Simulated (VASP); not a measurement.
# Cu (I4/mmm) in VASP: further runs, part 2 of 2

VASP 6.6.1. The steps go on from the part before.

## (5) Single point, PBE (biaxial strain in the a-b plane: -3.0 %)

Contents of INCAR:

```
PREC = Accurate ; ENCUT = 820
EDIFF = 1E-6 ; ISMEAR = 0
SIGMA = 0.1 ; LREAL = F
LASPH = T ; NELM = 120
ALGO = Normal ; ISIF = 2
LWAVE = F ; LCHARG = T
GGA = PE ; LELF = T
LVHAR = T ; NBANDS = 26
GGA_COMPAT = F
```

Contents of KPOINTS:

```
regular mesh
0
Gamma
  14 14 16
```

Contents of POSCAR:

```
Cu
1.0
    2.8625299900      0.0000000000      0.0000000000
    0.0000000000      2.8625299900      0.0000000000
    0.0000000000      0.0000000000      2.8087747864
Cu
2
Direct
    0.0000000000      0.0000000000      0.0000000000
    0.5000000000      0.5000000000      0.5000000000
```

Potentials or basis: VASP PAW PBE potentials, release 64 (Cu_sv_GW).

On the command line:

```console
$ cat potpaw_PBE.64/Cu_sv_GW/POTCAR > POTCAR
$ mpirun -np 1 vasp_std > vasp.out
```

OUTCAR:

```text
PREC = Accurate
   ENCUT = 820
   EDIFF = 1E-6
   ISMEAR = 0
   LREAL = F
   LASPH = T
   NELM = 120
   ISIF = 2
   GGA = PE

 ion  position               nearest neighbor table
   1  0.000  0.000  0.000-   2 2.46   2 2.46   2 2.46   2 2.46   2 2.46   2 2.46   2 2.46   2 2.46

   2  0.500  0.500  0.500-   1 2.46   1 2.46   1 2.46   1 2.46   1 2.46   1 2.46   1 2.46   1 2.46

  LATTYP: Found a simple tetragonal cell.
 ALAT       =     2.8625299900
 C/A-ratio  =     0.9812210863

  Lattice vectors:

 A1 = (   2.8625299900,   0.0000000000,   0.0000000000)
 A2 = (   0.0000000000,   2.8625299900,   0.0000000000)
 A3 = (   0.0000000000,   0.0000000000,   2.8087747864)

Analysis of symmetry for initial positions (statically):
=====================================================================
 Subroutine PRICEL returns following result:

  LATTYP: Found a body centered tetragonal cell.
 ALAT       =     2.8625299900
 C/A-ratio  =     0.9812210863

  Lattice vectors:

 A1 = (  -1.4312649950,  -1.4312649950,  -1.4043873932)
 A2 = (   1.4312649950,   1.4312649950,  -1.4043873932)
 A3 = (   1.4312649950,  -1.4312649950,   1.4043873932)

   2 primitive cells build up your supercell.

 Routine SETGRP: Setting up the symmetry group for a
 simple tetragonal supercell.

 Subroutine GETGRP returns: Found 16 space group operations
 (whereof 16 operations were pure point group operations)
 out of a pool of 16 trial point group operations.

The static configuration has the point symmetry D_4h.

Analysis of symmetry for dynamics (positions and initial velocities):
=====================================================================
 Subroutine PRICEL returns following result:

  LATTYP: Found a body centered tetragonal cell.
 ALAT       =     2.8625299900
 C/A-ratio  =     0.9812210863

  Lattice vectors:

 A1 = (  -1.4312649950,  -1.4312649950,  -1.4043873932)
 A2 = (   1.4312649950,   1.4312649950,  -1.4043873932)
 A3 = (   1.4312649950,  -1.4312649950,   1.4043873932)

   2 primitive cells build up your supercell.

 Routine SETGRP: Setting up the symmetry group for a
 simple tetragonal supercell.

 Subroutine GETGRP returns: Found 16 space group operations
 (whereof 16 operations were pure point group operations)
 out of a pool of 16 trial point group operations.

The dynamic configuration has the point symmetry D_4h.

 Subroutine INISYM returns: Found 16 space group operations
 (whereof 16 operations are pure point group operations),
 and found     2 'primitive' translations

----------------------------------------------------------------------------------------

                                     Primitive cell

  volume of cell :      11.5077

  direct lattice vectors                    reciprocal lattice vectors
    -1.431264995 -1.431264995 -1.404387393     0.000000000 -0.349341318 -0.356027121
     1.431264995  1.431264995 -1.404387393     0.349341318  0.000000000 -0.356027121
     1.431264995 -1.431264995  1.404387393     0.349341318 -0.349341318  0.000000000

  length of vectors
     2.463603645  2.463603645  2.463603645     0.498793211  0.498793211  0.494043230

  position of ions in fractional coordinates (direct lattice)
     0.000000000  0.000000000  0.000000000

  ion indices of the primitive-cell ions
   primitive index   ion index
                 1           1

----------------------------------------------------------------------------------------

 KPOINTS: regular mesh

Automatic generation of k-mesh.
 Grid dimensions read from file:
 generate k-points for:   14   14   16

 Generating k-lattice:

  Cartesian coordinates                     Fractional coordinates (reciprocal lattice)
     0.024952951  0.000000000  0.000000000     0.071428571  0.000000000  0.000000000
     0.000000000  0.024952951  0.000000000     0.000000000  0.071428571  0.000000000
     0.000000000  0.000000000  0.022251695     0.000000000  0.000000000  0.062500000

  Length of vectors
     0.024952951  0.024952951  0.022251695

  Shift w.r.t. Gamma in fractional coordinates (k-lattice)
     0.000000000  0.000000000  0.000000000

 Subroutine IBZKPT returns following result:
 ===========================================

 Found    324 irreducible k-points:

 Following reciprocal coordinates:
            Coordinates               Weight
  0.000000  0.000000  0.000000      1.000000
  0.071429  0.000000  0.000000      4.000000
  0.142857  0.000000  0.000000      4.000000
  0.214286  0.000000  0.000000      4.000000
  0.285714  0.000000  0.000000      4.000000
  0.357143  0.000000  0.000000      4.000000
[... 16 lines left out ...]
  0.285714  0.214286  0.000000      8.000000
  0.357143  0.214286  0.000000      8.000000
 [... further k-points ...]
   k-points           NKPTS =    324   k-points in BZ     NKDIM =    324   number of bands    NBANDS=     26
   number of dos      NEDOS =    301   number of ions     NIONS =      2
   total plane-waves  NPLWV =  21952
   dimension x,y,z NGX =    28 NGY =   28 NGZ =   28
   dimension x,y,z NGXF=    56 NGYF=   56 NGZF=   56
   ions per type =               2
   NGX,Y,Z   is equivalent  to a cutoff of  16.26, 16.26, 16.57 a.u.
   NGXF,Y,Z  is equivalent  to a cutoff of  32.52, 32.52, 33.15 a.u.
 SYSTEM =  unknown system
   PREC   = accura    normal or accurate (medium, high low for compatibility)
   ISTART =      0    job   : 0-new  1-cont  2-samecut
   ICHARG =      2    charge: 1-file 2-atom 10-const
   ISPIN  =      1    spin polarized calculation?
   LNONCOLLINEAR =      F non collinear calculations
   LSORBIT =      F    spin-orbit coupling
   LASPH  =      T    aspherical Exc in radial PAW
   ENCUT  =  820.0 eV  60.27 Ry    7.76 a.u.   6.68  6.68  6.56*2*pi/ulx,y,z
   NELM   =    120;   NELMIN=  2; NELMDL= -5     # of ELM steps
   EDIFF  = 0.1E-05   stopping-criterion for ELM
   LREAL  =      F    real-space projection
[... 7 lines left out ...]
   TEBEG  =    0.0;   TEEND  =   0.0 temperature during run
   PSTRESS=    0.0 pullay stress
   NELECT =      38.0000    total number of electrons
   NUPDOWN=      -1.0000    fix difference up-down
   EMIN   =  10.00;   EMAX   =-10.00  energy-range for DOS
   EFERMI =   0.00;   METHOD = LEGACY
   ISMEAR =     0;   SIGMA  =   0.10  broadening in eV -4-tet -1-fermi 0-gaus
   EFERMI_NEDOS =   21; number of points for ismear=-14 and -15
   IALGO  =     38    algorithm
   IMIX   =      4    mixing-type and parameters
     AMIX     =   0.40;   BMIX     =  1.00
     AMIX_MAG =   1.60;   BMIX_MAG =  1.00
  volume/ion in A,a.u.               =      11.51        77.66
  Fermi-wavevector in a.u.,A,eV,Ry     =   1.934923  3.656474 50.939221  3.743927
  Thomas-Fermi vector in A             =   2.966100
   LORBIT       =      0    0 simple, 1 ext, 2 COOP (PROOUT), +10 PAW based schemes
   GGA     = PE    functional components
   LHFCALC =     F    Hartree Fock is set to
   AEXX    =    0.0000 exact exchange contribution
   IVDW    =     0    specifies the selected vdW correction
   LEPSILON=     F    determine dielectric tensor
   LRPA    =     F    only Hartree local field effects (RPA)
 non-spin polarized calculation
 Gauss-broadening in eV      SIGMA  =   0.10
  energy-cutoff  :      820.00
  volume of cell :       23.02
 maximum number of plane-waves:      1248
 NGX is ok and might be reduce to    28
   NGX = 13   NGY = 13   NGZ = 13

 number of electron      38.0000008 magnetization

 Free energy of the ion-electron system (eV)
  ---------------------------------------------------
  ext. energy  EPLUGINS =         0.00000000
  ---------------------------------------------------
  free energy    TOTEN  =        -7.50484662 eV

  energy without entropy =       -7.50260149  energy(sigma->0) =       -7.50372406

 E-fermi :   7.9223     XC(G=0): -13.5272

 val. band max:        7.8985295929   @ k =   0.2143   0.0714   0.4375
 cond. band min:       7.9567389655   @ k =   0.4286   0.2857   0.0000
 fundamental gap:      0.0582093726
 Fermi energy:         7.9223079790

 k-point     1 :       0.0000    0.0000    0.0000
  band No.  band energies     occupation
      1    -104.7394      2.00000
      2    -104.7077      2.00000
      3     -62.1383      2.00000
      4     -62.1383      2.00000
      5     -62.1349      2.00000
      6     -62.0452      2.00000
[... 18 lines left out ...]
     25      24.2580      0.00000
     26      33.1738      0.00000
[... 644 lines left out ...]
      4     -62.1186      2.00000
      5     -62.1042      2.00000
      6     -62.0798      2.00000
[... 18 lines left out ...]
     25      27.1247      0.00000
     26      27.4076      0.00000

 [... further k-points ...]

------------------------ aborting loop because EDIFF is reached ----------------------------------------

  FORCE on cell =-STRESS in cart. coord.  units (eV):
  Direction    XX          YY          ZZ          XY          YZ          ZX
  --------------------------------------------------------------------------------------
  -------------------------------------------------------------------------------------
  Total        0.7469009      0.7469009      0.7456180      0.0000000      0.0000000     -0.0000000
  in kB       51.9943951     51.9943951     51.9050917      0.0000000      0.0000000     -0.0000000
  external PRESSURE =      51.9646273 kB  Pullay stress =       0.0000000 kB

 VOLUME and BASIS-vectors are now :
 -----------------------------------------------------------------------------
  energy-cutoff  :      820.00
  volume of cell :       23.02
      direct lattice vectors                 reciprocal lattice vectors
     2.862529990  0.000000000  0.000000000     0.349341318  0.000000000  0.000000000
     0.000000000  2.862529990  0.000000000     0.000000000  0.349341318  0.000000000
     0.000000000  0.000000000  2.808774786     0.000000000  0.000000000  0.356027121

 POSITION                                       TOTAL-FORCE (eV/Angst)
 -----------------------------------------------------------------------------------
      0.00000      0.00000      0.00000        -0.000000     -0.000000      0.000000
      1.43126      1.43126      1.40439         0.000000      0.000000     -0.000000
 -----------------------------------------------------------------------------------
    total drift:                                0.000000      0.000000      0.000000

  FREE ENERGIE OF THE ION-ELECTRON SYSTEM (eV)
  ---------------------------------------------------
  free  energy   TOTEN  =        -7.5048466173 eV

  energy  without entropy=       -7.5026014930  energy(sigma->0) =       -7.50372406
```

OSZICAR:

```text
N       E                     dE             d eps       ncg     rms          rms(c)
DAV:   1     0.828214267372E+03    0.82821E+03   -0.30026E+04 24720   0.654E+03
DAV:   2     0.717521889387E+02   -0.75646E+03   -0.72911E+03 26568   0.138E+03
DAV:   3    -0.608816067292E+01   -0.77840E+02   -0.75574E+02 30632   0.567E+02
DAV:   4    -0.904259553779E+01   -0.29544E+01   -0.29438E+01 29340   0.109E+02
DAV:   5    -0.916286946594E+01   -0.12027E+00   -0.12025E+00 29012   0.166E+01    0.116E+01
DAV:   6    -0.854095812211E+01    0.62191E+00   -0.15372E+01 24038   0.233E+02    0.741E+00
DAV:   7    -0.753268365980E+01    0.10083E+01   -0.47010E+00 23198   0.129E+02    0.249E+00
DAV:   8    -0.750554345261E+01    0.27140E-01   -0.86472E-02 31654   0.712E+00    0.373E-01
DAV:   9    -0.750509318373E+01    0.45027E-03   -0.83714E-03 27382   0.478E+00    0.150E-01
DAV:  10    -0.750484528866E+01    0.24790E-03   -0.95403E-04 30346   0.164E+00    0.709E-03
DAV:  11    -0.750484738463E+01   -0.20960E-05   -0.17055E-05 28660   0.173E-01    0.655E-03
DAV:  12    -0.750484661733E+01    0.76730E-06   -0.42625E-07 10966   0.492E-02
   1 F= -.75048466E+01 E0= -.75037241E+01  d E =-.224512E-02
```

Wall time 2.8 min (1 thread of Intel Xeon 6975P-C (Granite Rapids), shared host); peak memory 0.46 GiB.

Results:

```
Free energy            : -7.5048 eV
Pressure               : 5.2 GPa
Band gap on the k mesh : zero (bands 19 and 20 overlap by 7.84 eV)
```

Caveat: the cell differs from its parent crystal (biaxial strain in the a-b plane: -3.0 %); the cell stands under pressure.

## (6) The runs side by side

| cell | k mesh | gap on the mesh (eV) | pressure (GPa) |
| --- | --- | --- | --- |
| a = 2.396 Å, angles 108.2, 108.2, 112.0°, 1 atom, atomic positions A | 20 × 20 × 20 | none | 23.1 |
| a = 2.476 Å, angles 107.7, 107.7, 113.1°, 1 atom, atomic positions A | 20 × 20 × 20 | none | 3.6 |
| a = 2.922, b = 2.922, c = 2.732 Å, 2 atoms, atomic positions B | 14 × 14 × 16 | none | 2.7 |
| a = 2.863, b = 2.863, c = 2.809 Å, 2 atoms, atomic positions B | 14 × 14 × 16 | none | 5.2 |

Alike in all rows: task single point; level PBE; potentials or basis VASP PAW PBE potentials, release 64 (Cu_sv_GW); no spin polarisation; cutoff (eV) 820; smearing gaussian 0.1 eV.

Caveats: the cell stands under pressure (at least some runs).

Total energies depend on the potentials used, so only differences within one code and one set of settings carry meaning.

The gap in the log of VASP goes by the Fermi energy; the results here count the filled bands.